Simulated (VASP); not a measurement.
Set up this calculation in VASP 6.6.1, as the native input.

```
Task                   : relaxation of cell and atoms
Functional             : BLYP
Potentials or basis    : VASP PAW PBE potentials, release 64 (Nb_sv)
Cutoff                 : 600 eV
k mesh                 : 8 × 8 × 11
Occupations            : fermi-dirac, width 0.1 eV
Spin                   : no spin polarisation
Dipole correction      : no
Further INCAR settings : ALGO = Normal; EDIFF = 1e-06; IBRION = 2; EDIFFG = -0.01; NSW = 80; ISIF = 3
```

The structure of Nb lies in POSCAR:

```
Nb
1.0
    4.6658771090      0.0000000000      0.0000000000
   -2.3329385545      4.0407681073      0.0000000000
    0.0000000000      0.0000000000      2.8601826678
Nb
3
Direct
    0.0000000000      0.0000000000      0.0000000000
    0.3333333333      0.6666666667      0.5000000000
    0.6666666667      0.3333333333      0.5000000000
```

One way to write it, as run:

INCAR

```
PREC = Accurate
ENCUT = 600
EDIFF = 1E-6
ISMEAR = -1
SIGMA = 0.1
LREAL = False
LASPH = True
NELM = 60
ALGO = Normal
ISIF = 3
LWAVE = False
LCHARG = False
GGA = B5
ALDAX = 1.0
AGGAX = 1.0
AGGAC = 1.0
ALDAC = 0.0
IBRION = 2
NSW = 80
EDIFFG = -0.01
```

KPOINTS

```
regular mesh
0
Gamma
  8 8 11
```

Potentials or basis: VASP PAW PBE potentials, release 64 (Nb_sv).

Launch:

```bash
$ cat potpaw_PBE.64/Nb_sv/POTCAR > POTCAR
$ mpirun -np 1 vasp_std > vasp.out
```

Results of the run:

```yaml
Relaxed_volume: 19.24 Å³/atom
Relaxed_cell: a = 4.955 Å, b = 4.955 Å, c = 2.714 Å, α = 90.00°, β = 90.00°, γ = 120.00°
Space_group_after_relaxing_to_0.05_Å: P6/mmm (No. 191)
Energy_gained_by_relaxing: 148.2 meV/atom
Ionic_steps: 7
Pressure_after_relaxing: 0.0 GPa
```

Caveat: the PAW data sets were made with another functional, which shifts forces and pressure a little.

It took 4.5 min on 1 thread of Intel(R) Xeon(R) 6975P-C (Granite Rapids), with other jobs on the host, peak memory 0.24 GiB.
